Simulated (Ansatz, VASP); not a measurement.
## CsBr in VASP and in Ansatz

File INCAR:

```
SYSTEM = CsBr
PREC = Accurate
ENCUT = 500
EDIFF = 1E-6
ISMEAR = -1
SIGMA = 0.02
LREAL = .FALSE.
LASPH = .TRUE.
NELM = 120
ALGO = Normal
ISIF = 2
LWAVE = .FALSE.
LCHARG = .FALSE.
GGA = PE
NBANDS = 15
GGA_COMPAT = .FALSE.
```

File KPOINTS:

```
regular mesh
0
G
  4 4 4
  0 0 0
```

Contents of POSCAR:

```
CsBr
1.0
    4.2860000000      0.0000000000      0.0000000000
    0.0000000000      4.2860000000      0.0000000000
    0.0000000000      0.0000000000      4.2860000000
Cs Br
1 1
Direct
    0.0000000000      0.0000000000      0.0000000000
    0.5000000000      0.5000000000      0.5000000000
```

Input for Ansatz:

```yaml
crystal:
  lattice:
    - [4.286, 0.0, 0.0]
    - [0.0, 4.286, 0.0]
    - [0.0, 0.0, 4.286]
  atoms:
    - { symbol: Cs, position: [0.0, 0.0, 0.0] }
    - { symbol: Br, position: [0.5, 0.5, 0.5] }
basis:
  ecutwfc: 420.0
kpoints:
  mp_grid:
    grid: [4, 4, 4]
hamiltonian:
  xc: pbe
scf:
  convergence:
    dr2_threshold: 1.0e-07
  occupations:
    method: fermi_dirac
    width: 0.02
output:
  stress: true
```

Alike in both runs: task single point; functional PBE; k mesh 4 × 4 × 4; occupations fermi-dirac, width 0.02 eV; no spin polarisation.

```csv
,VASP,Ansatz
version,VASP 6.6.1,Ansatz 0.2.0
potentials or method,"VASP PAW PBE potentials, release 64 (Cs_sv, Br), cutoff 500 eV","plane waves, PAW"
valence electrons in the cell,16,16
```

```tsv
	VASP	Ansatz	Ansatz less VASP
pressure (GPa)	1.1	1.1	-0.05
```

With one functional, cell and mesh, what is left measures potentials, basis and numerics. Ansatz's warnings: stress scf threshold loose.

Spin-orbit coupling is off throughout.
